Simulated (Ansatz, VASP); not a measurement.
## Te2Mo: VASP beside Ansatz

Contents of INCAR:

```
PREC = Accurate ; ENCUT = 520
EDIFF = 1E-6 ; ISMEAR = 0
SIGMA = 0.05 ; LREAL = False
LASPH = True ; NELM = 80
ALGO = Normal ; ISIF = 2
LWAVE = False ; LCHARG = True
GGA = PS ; LELF = True
LVHAR = True ; NBANDS = 35
```

KPOINTS

```
Automatic mesh
0
Gamma
  12 12 2
```

File POSCAR:

```
Te2Mo
1.0
    3.4939942427      0.0000000000      0.0000000000
   -1.7469971213      3.0258877748      0.0000000000
    0.0000000000      0.0000000000     14.0085389608
Te Mo
4 2
Direct
    0.2130250393      0.6319169910      0.6237689491
    0.6967858373      0.2769751270      0.1181796214
    0.3971311986      0.7365893276      0.8612375351
    0.6784097277      0.3115676003      0.4059650396
    0.2840314778      0.6733483338      0.2260510966
    0.7306167192      0.3696026203      0.7647977583
```

Input for Ansatz:

```yaml
crystal:
  lattice:
    - [3.4939942427, 0.0, 0.0]
    - [-1.7469971213, 3.0258877748, 0.0]
    - [0.0, 0.0, 14.0085389608]
  atoms:
    - { symbol: Te, position: [0.2130250393, 0.631916991, 0.6237689491] }
    - { symbol: Te, position: [0.6967858373, 0.276975127, 0.1181796214] }
    - { symbol: Te, position: [0.3971311986, 0.7365893276, 0.8612375351] }
    - { symbol: Te, position: [0.6784097277, 0.3115676003, 0.4059650396] }
    - { symbol: Mo, position: [0.2840314778, 0.6733483338, 0.2260510966] }
    - { symbol: Mo, position: [0.7306167192, 0.3696026203, 0.7647977583] }
basis:
  ecutwfc: 420
kpoints:
  mp_grid: { grid: [12, 12, 2] }
hamiltonian:
  xc: pbesol
scf:
  occupations: { method: gaussian, width: 0.05 }
output:
  forces: true
  stress: true
  eigenvalues: true
```

Change from the starting cell: all atoms moved at random (sigma 0.22 Å a component).

Alike in both runs: task single point; functional PBEsol; k mesh 12 × 12 × 2; occupations gaussian, width 0.05 eV; no spin polarisation.

```csv
,VASP,Ansatz
version,VASP 6.6.1,Ansatz 0.2.0
potentials or method,"VASP PAW PBE potentials, release 64 (Te, Mo_sv), cutoff 520 eV","scalar-relativistic, plane waves, PAW"
valence electrons in the cell,52,92
```

Ansatz gave:

| Item | Value |
| --- | --- |
| gap on the k mesh at the Fermi level (eV) | none |
| pressure (GPa) | 12.7 |
| traceless stress, the component that is largest in VASP (GPa) | -6.70 |
| rms of the force components (eV/Å) | 3.463 |

Task: Which values does VASP return?

Result: gap on the k mesh at the Fermi level (eV): none; pressure (GPa): 12.8; traceless stress, the component that is largest in VASP (GPa): -6.68; rms of the force components (eV/Å): 3.466.

VASP's potentials were made for PBE, not for PBEsol. Atom by atom the forces differ by 0.010 eV/Å (rms over components). A gap of «none» marks a metal or a gap that the smearing closes. VASP's potentials hold 52 valence electrons a cell and Ansatz's 92, so a difference there can come from the potentials and not from the codes.

Neither program's run includes spin-orbit coupling.
